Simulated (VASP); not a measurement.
# Fe: relaxation of cell and atoms with BLYP

Crystal: Fe.

```
Fe
1.0
    -1.44300    1.44300    1.44300
     1.44300   -1.44300    1.44300
     1.44300    1.44300   -1.44300
Fe
1
Direct
  0.00000 0.00000 0.00000
```

```yaml
Program: VASP 6.6.1
Task: relaxation of cell and atoms
Functional: BLYP
Potentials_or_basis: VASP PAW PBE potentials, release 64 (Fe)
Cutoff: 600 eV
k_mesh: 13 × 13 × 13
Occupations: fermi-dirac, width 0.05 eV
Spin: collinear spin, ferromagnetic start
Starting_moments: "[3.0] μB"
Dipole_correction: no
Further_INCAR_settings: ALGO = Normal; EDIFF = 1e-06; IBRION = 2; EDIFFG = -0.01; NSW = 60; ISIF = 3
```

| Item | Value |
| --- | --- |
| Relaxed volume | 11.84 Å³/atom |
| Relaxed cell | a = 2.487 Å, b = 2.487 Å, c = 2.487 Å, α = 109.47°, β = 109.47°, γ = 109.47° |
| Space group after relaxing (to 0.05 Å) | Im-3m (No. 229) |
| Energy gained by relaxing | 1.3 meV/atom |
| Ionic steps | 3 |
| Pressure after relaxing | 0.0 GPa |
| Net moment | 2.18 μB per cell |
| Site moments | Fe +2.18 μB |
| Valence electrons inside the program's atomic spheres | Fe 7.23 |

Step by step:
```csv
step,energy change (eV),largest force (eV/Å),pressure (GPa),volume (Å³)
1,0.0000,0.0000,-2.15,12.02
2,-0.0009,0.0000,1.09,11.74
3,-0.0013,0.0000,-0.01,11.84
```

Final structure:
```
Fe
1.0
    -1.43568    1.43568    1.43568
     1.43568   -1.43568    1.43568
     1.43568    1.43568   -1.43568
Fe
1
Direct
  0.00000 0.00000 0.00000
```

Levels at points of the mesh, in eV from the Fermi level:
Spin up:
```csv
k point,band 1,band 2,band 3,band 4,band 5,band 6,band 7,band 8,band 9,band 10
"(0.00, 0.00, 0.00)",-8.02,-2.20,-2.20,-2.20,-1.06,-1.06,24.92,24.92,24.92,29.76
```
Spin down:
```csv
k point,band 1,band 2,band 3,band 4,band 5,band 6,band 7,band 8
"(0.00, 0.00, 0.00)",-7.87,-0.39,-0.39,-0.39,1.61,1.61,24.69,24.69
```

It took 82 s on 1 thread of AMD EPYC 7R13 Processor (Zen 3), with other jobs on the host, peak memory 0.12 GiB.

Caveat: the PAW data sets were made with another functional, which shifts forces and pressure a little.
